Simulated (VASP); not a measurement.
**Tc: relaxation of cell and atoms with LDA**

Tc:

```xyz
1
Lattice="0.0000 1.9250 1.9250 1.9250 0.0000 1.9250 1.9250 1.9250 0.0000" Properties=species:S:1:pos:R:3 pbc="T T T"
Tc    0.0000    0.0000    0.0000
```

This isn't the form of Tc at room conditions, which is hcp.

```yaml
Program: VASP 6.6.1
Task: relaxation of cell and atoms
Functional: LDA
Potentials_or_basis: VASP PAW LDA potentials, release 64 (Tc_pv)
Cutoff: 500 eV
k_mesh: 9 × 9 × 9
Occupations: fermi-dirac, width 0.1 eV
Spin: no spin polarisation
Dipole_correction: no
Further_INCAR_settings: ALGO = Normal; EDIFF = 1e-07; IBRION = 2; EDIFFG = -0.02; NSW = 80; ISIF = 3
```

| Property | Result |
| --- | --- |
| Relaxed volume | 13.84 Å³/atom |
| Relaxed cell | a = 2.695 Å, b = 2.695 Å, c = 2.695 Å, α = 60.00°, β = 60.00°, γ = 60.00° |
| Space group after relaxing (to 0.1 Å) | Fm-3m (No. 225) |
| Energy gained by relaxing | 13.3 meV/atom |
| Ionic steps | 4 |
| Pressure after relaxing | 0.0 GPa |
| Band gap on the k mesh | zero (an odd number of electrons rules out a gap without spin polarisation) |

The path:
```csv
step,energy change (eV),largest force (eV/Å),pressure (GPa),volume (Å³)
1,0.0000,0.0000,-9.70,14.27
2,0.1376,0.0000,41.04,12.56
3,-0.0133,0.0000,-0.44,13.86
4,-0.0133,0.0000,-0.04,13.84
```

Final structure:
```
Tc
1.0
     0.00000    1.90570    1.90570
     1.90570    0.00000    1.90570
     1.90570    1.90570    0.00000
Tc
1
Direct
  0.00000 0.00000 0.00000
```

Levels at points of the mesh, in eV from the Fermi level:
| k point | band 3 | band 4 | band 5 | band 6 | band 7 | band 8 | band 9 | band 10 |
| --- | --- | --- | --- | --- | --- | --- | --- | --- |
| (0.00, 0.00, 0.00) | -38.10 | -7.68 | -1.92 | -1.92 | -1.92 | 0.86 | 0.86 | 13.98 |

Run time: 5.8 s on 1 thread of Intel(R) Xeon(R) 6975P-C (Granite Rapids), with other jobs on the host, peak memory 0.12 GiB.
